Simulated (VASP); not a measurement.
A run of VASP 6.6.1 is set up as follows.

Contents of POSCAR:

```
CdSe
1.0
    4.0193504288      0.0000000000      0.0000000000
   -2.0096752144      3.4808595781      0.0000000000
    0.0000000000      0.0000000000      6.6587298176
Cd Se
2 2
Direct
    0.0000000000      0.0000000000      0.0000000000
    0.0000000000      0.0000000000      0.5000000000
    0.3333333333      0.6666666667      0.2500000000
    0.6666666667      0.3333333333      0.7500000000
```

Contents of INCAR.step1:

```
PREC     = Accurate       # precision mode
ENCUT    = 520            # plane-wave cutoff, eV
ISMEAR   = -1             # smearing method
SIGMA    = 0.02           # smearing width, eV
LREAL    = False          # projectors in reciprocal space
LASPH    = True           # aspherical terms in the spheres
NELM     = 100            # most SCF steps
NBANDS   = 26             # bands
GGA      = PE             # functional
ALGO     = Normal         # electronic algorithm
EDIFF    = 1E-4           # SCF threshold, eV
LWAVE    = True           # write WAVECAR
LCHARG   = False          # write CHGCAR
```

The input INCAR.step2:

```
PREC     = Accurate       # precision mode
ENCUT    = 520            # plane-wave cutoff, eV
EDIFF    = 1E-6           # SCF threshold, eV
ISMEAR   = -1             # smearing method
SIGMA    = 0.02           # smearing width, eV
LREAL    = False          # projectors in reciprocal space
LASPH    = True           # aspherical terms in the spheres
NELM     = 100            # most SCF steps
ALGO     = Normal         # electronic algorithm
ISIF     = 2              # what is computed and relaxed
LWAVE    = False          # write WAVECAR
LCHARG   = False          # write CHGCAR
METAGGA  = R2SCAN         # meta-GGA
LMIXTAU  = True         
NBANDS   = 26             # bands
ISTART   = 1
```

The input KPOINTS:

```
regular mesh
0
Gamma
  6 6 4
```

Potentials or basis: VASP PAW PBE potentials, release 64 (Cd, Se).

Command:

```sh
$ cat potpaw_PBE.64/Cd/POTCAR potpaw_PBE.64/Se/POTCAR > POTCAR
$ cp INCAR.step1 INCAR
$ mpirun -np 1 vasp_std > vasp.out
$ cp INCAR.step2 INCAR
$ mpirun -np 1 vasp_std > vasp.out
```

Estimate the band gap on the k mesh.

0.52 eV (least direct gap 0.56 eV).

What does it give for the pressure?

0.4 GPa.

Caveat: semilocal functionals underestimate gaps, and a narrow one can read as zero; the PAW data sets were made with another functional, which shifts forces and pressure a little. A k mesh can miss the band edges.
